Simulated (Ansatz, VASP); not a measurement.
Two plane-wave programs on BaO

The input INCAR:

```
SYSTEM = BaO
PREC     = Accurate       ! precision mode
ENCUT    = 600            ! plane-wave cutoff, eV
EDIFF    = 1E-7           ! SCF threshold, eV
ISMEAR   = 0              ! smearing method
SIGMA    = 0.02           ! smearing width, eV
LREAL    = .FALSE.        ! projectors in reciprocal space
LASPH    = .TRUE.         ! aspherical terms in the spheres
NELM     = 120            ! most SCF steps
ALGO     = Normal         ! electronic algorithm
ISIF     = 3              ! what is computed and relaxed
LWAVE    = .FALSE.        ! write WAVECAR
LCHARG   = .FALSE.        ! write CHGCAR
GGA      = PE             ! functional
IVDW     = 12             ! dispersion correction
IBRION   = 2              ! ionic algorithm
NSW      = 70             ! ionic steps
EDIFFG   = -0.005         ! ionic threshold
GGA_COMPAT= .FALSE.      
NELMIN   = 4
```

The input KPOINTS:

```
regular mesh
0
G
  8 8 8
  0 0 0
```

File POSCAR:

```
BaO
1.0
    0.0000000000      2.7866632389      2.7866632389
    2.7866632389      0.0000000000      2.7866632389
    2.7866632389      2.7866632389      0.0000000000
Ba O
1 1
Direct
    0.0000000000      0.0000000000      0.0000000000
    0.5000000000      0.5000000000      0.5000000000
```

Input for Ansatz:

```yaml
crystal:
  lattice:
    - [0.0, 2.7866632389, 2.7866632389]
    - [2.7866632389, 0.0, 2.7866632389]
    - [2.7866632389, 2.7866632389, 0.0]
  atoms:
    - { symbol: Ba, position: [0.0, 0.0, 0.0] }
    - { symbol: O, position: [0.5, 0.5, 0.5] }
basis:
  ecutwfc: 420
kpoints:
  mp_grid: { grid: [8, 8, 8] }
hamiltonian:
  xc: pbe
  dispersion: d3bj
scf:
  occupations: { method: gaussian, width: 0.02 }
output:
  forces: true
  stress: true
  eigenvalues: true
relax:
  adjacent_minimum: "off"
  f_tol: 0.005
  max_steps: 50
  cell: { stress_tol: 0.05 }
```

Alike in both runs: task relaxation of cell and atoms; functional PBE; dispersion D3(BJ); k mesh 8 × 8 × 8; occupations gaussian, width 0.02 eV; no spin polarisation.

```csv
,VASP,Ansatz
version,VASP 6.6.1,Ansatz 0.2.0
potentials or method,"VASP PAW PBE potentials, release 64 (Ba_sv, O), cutoff 600 eV","scalar-relativistic, plane waves, PAW"
valence electrons in the cell,16,16
```

```tsv
	VASP	Ansatz	Ansatz less VASP
gap on the k mesh at the Fermi level, each at its own relaxed structure (eV)	2.03	2.02	-0.007
relaxed volume (Å³/atom)	21.59	21.12	-0.464
relaxed cell length with the largest relative difference (Å)	3.938	3.909	-0.0284
```

Spin-orbit coupling is off throughout.
